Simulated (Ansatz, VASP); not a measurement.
**Zn in VASP and in Ansatz**

```xyz
2
Lattice="2.6700 0.0000 0.0000 -1.3350 2.3123 0.0000 0.0000 0.0000 4.9660" Properties=species:S:1:pos:R:3 pbc="T T T"
Zn   -0.2804    1.3797    0.7201
Zn    1.6154    0.9326    4.2459
```

Change from the starting cell: shortest bond scaled by 0.58, PAW files.

Alike in both runs: task electric field gradients; functional PBE; k mesh 13 × 13 × 6; occupations fermi-dirac, width 0.05 eV; no spin polarisation.

|  | VASP | Ansatz |
| --- | --- | --- |
| version | VASP 6.6.1 | Ansatz 0.2.0 |
| potentials or method | VASP PAW PBE potentials, release 64 (Zn) | PAW with Ansatz's default frozen-core files, scalar-relativistic |
| plane-wave cutoff (eV) | 520 | 420 |
| valence electrons in the cell | 24 | 24 |

VASP gave:

```
pressure (GPa)                                                : 73.6
traceless stress, the component that is largest in VASP (GPa) : 64.85
rms of the force components (eV/Å)                            : 12.232
size of Vzz on the site where it differs most (V/Å²)          : 64.7
```

Q: Which values does Ansatz return?

A: Pressure (GPa): 71.3; traceless stress, the component that is largest in VASP (GPa): 63.21; rms of the force components (eV/Å): 11.930; size of Vzz on the site where it differs most (V/Å²): 36.0.

Atom by atom the forces differ by 0.302 eV/Å (rms over components). Both programs put the cell under a high pressure, so it lies far from rest at this level. The functional is the same, so the differences come from potentials, cutoffs and numerics.

Noted on VASP's run: the cell as given lies far from equilibrium.
